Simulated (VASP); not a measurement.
LuScAs2, 4 atoms in the cell. Symmetry: R-3m, No. 166, trigonal system. The conventional cell has a = 3.945 Å, b = 3.945 Å, c = 19.301 Å, α = 90.00°, β = 90.00°, γ = 120.00°. Sc (site symmetry -3m) has 6 As at 2.76 Å within 3.6 Å. Within 3.7 Å of Lu (site symmetry -3m) lie 6 As at 2.82 Å. As (site symmetry 3m) has 3 Sc at 2.76 Å and 3 Lu at 2.82 Å within 3.6 Å. 

| Quantity | Value |
| --- | --- |
| Program | VASP 6.6.1 |
| Task | single point |
| Functional | r2SCAN |
| Potentials or basis | VASP PAW PBE potentials, release 64 (Sc_sv, Lu, As) |
| Cutoff | 520 eV |
| k mesh | 6 × 6 × 6 |
| Occupations | fermi-dirac, width 0.02 eV |
| Spin | no spin polarisation |
| Dipole correction | no |
| Further INCAR settings | ALGO = Normal; EDIFF = 1e-06; NBANDS = 31 |

Potentials or basis: VASP PAW PBE potentials, release 64 (Sc_sv, Lu, As).

Command:

```bash
$ cat potpaw_PBE.64/Sc_sv/POTCAR potpaw_PBE.64/Lu/POTCAR potpaw_PBE.64/As/POTCAR > POTCAR
$ cp INCAR.step1 INCAR
$ mpirun -np 1 vasp_std > vasp.out
$ cp INCAR.step2 INCAR
$ mpirun -np 1 vasp_std > vasp.out
```

Hardware: 1 thread of Intel(R) Xeon(R) Platinum 8488C (Sapphire Rapids) (shared host).

Question: Estimate the wall time of this run.

Answer: Wall time 23 min on 1 thread of Intel(R) Xeon(R) Platinum 8488C (Sapphire Rapids), with other jobs on the host, peak memory 0.48 GiB. Counts: k points 32.
